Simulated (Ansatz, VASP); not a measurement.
# Two plane-wave programs on CdSe

INCAR

```
SYSTEM = CdSe
  PREC = Accurate
  ENCUT = 500
  EDIFF = 1E-6
  ISMEAR = 0
  SIGMA = 0.01
  LREAL = .FALSE.
  LASPH = .TRUE.
  NELM = 120
  ALGO = Normal
  ISIF = 2
  LWAVE = .FALSE.
  LCHARG = .TRUE.
  GGA = PE
  LELF = .TRUE.
  LVHAR = .TRUE.
  NBANDS = 16
  GGA_COMPAT = .FALSE.
```

The input KPOINTS:

```
Automatic mesh
0
G
  4 4 4
  0 0 0
```

POSCAR

```
CdSe
1.0
    0.0000000000      3.0702710000      3.0702710000
    3.0702710000      0.0000000000      3.0702710000
    3.0702710000      3.0702710000      0.0000000000
Cd Se
1 1
Direct
    0.0000000000      0.0000000000      0.0000000000
    0.7500000000      0.7500000000      0.7500000000
```

Input for Ansatz:

```yaml
crystal:
  lattice:
    - [0.0, 3.070271, 3.070271]
    - [3.070271, 0.0, 3.070271]
    - [3.070271, 3.070271, 0.0]
  atoms:
    - { symbol: Cd, position: [0.0, 0.0, 0.0] }
    - { symbol: Se, position: [0.75, 0.75, 0.75] }
kpoints:
  mp_grid:
    grid: [4, 4, 4]
    shift: [0.0, 0.0, 0.0]
hamiltonian:
  xc: pbe
scf:
  convergence:
    dr2_threshold: 1.0e-10
  occupations:
    method: fixed
output:
  eigenvalues: true
```

Alike in both runs: task single point; functional PBE; k mesh 4 × 4 × 4; no spin polarisation.

|  | VASP | Ansatz |
| --- | --- | --- |
| version | VASP 6.6.1 | Ansatz 0.2.0 |
| potentials or method | VASP PAW PBE potentials, release 64 (Cd, Se) | plane waves, PAW |
| plane-wave cutoff (eV) | 500 | 420 |
| occupations | gaussian, width 0.01 eV | fixed |
| valence electrons in the cell | 18 | 36 |

|  | VASP | Ansatz | Ansatz less VASP |
| --- | --- | --- | --- |
| gap on the k mesh at the Fermi level (eV) | 0.53 | 0.54 | +0.001 |

VASP's potentials hold 18 valence electrons a cell and Ansatz's 36, so a difference there can come from the potentials and not from the codes.

The k mesh is coarse, so the values compare programs but aren't converged.
